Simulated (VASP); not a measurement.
Write the native input for VASP 6.6.1 that does the following.

| Quantity | Value |
| --- | --- |
| Task | single point |
| Functional | PBE |
| Potentials or basis | VASP PAW PBE potentials, release 64 (Ga_d, P) |
| Cutoff | 520 eV |
| k mesh | 8 × 8 × 8 |
| Occupations | gaussian, width 0.015 eV |
| Spin | no spin polarisation |
| Dipole correction | no |
| Further INCAR settings | ALGO = Normal; EDIFF = 1e-06; NBANDS = 16 |

The structure of GaP lies in POSCAR:

```
GaP
1.0
    0.0000000000      2.7252500000      2.7252500000
    2.7252500000      0.0000000000      2.7252500000
    2.7252500000      2.7252500000      0.0000000000
Ga P
1 1
Direct
    0.0000000000      0.0000000000      0.0000000000
    0.7500000000      0.7500000000      0.7500000000
```

One way to write it, as run:

INCAR

```
PREC = Accurate
ENCUT = 520
EDIFF = 1E-6
ISMEAR = 0
SIGMA = 0.015
LREAL = F
LASPH = T
NELM = 80
ALGO = Normal
ISIF = 2
LWAVE = F
LCHARG = F
GGA = PE
NBANDS = 16
```

KPOINTS

```
Automatic mesh
0
Gamma
  8 8 8
```

Potentials or basis: VASP PAW PBE potentials, release 64 (Ga_d, P).

Launch:

```console
$ cat potpaw_PBE.64/Ga_d/POTCAR potpaw_PBE.64/P/POTCAR > POTCAR
$ mpirun -np 1 vasp_std > vasp.out
```

It gave:

| Property | Result |
| --- | --- |
| Pressure | 2.4 GPa |
| Band gap on the k mesh | 1.64 eV, indirect (least direct gap 1.83 eV) |

It took 12 s on 1 thread of Intel(R) Xeon(R) 6975P-C (Granite Rapids) (shared host), peak memory 0.17 GiB.
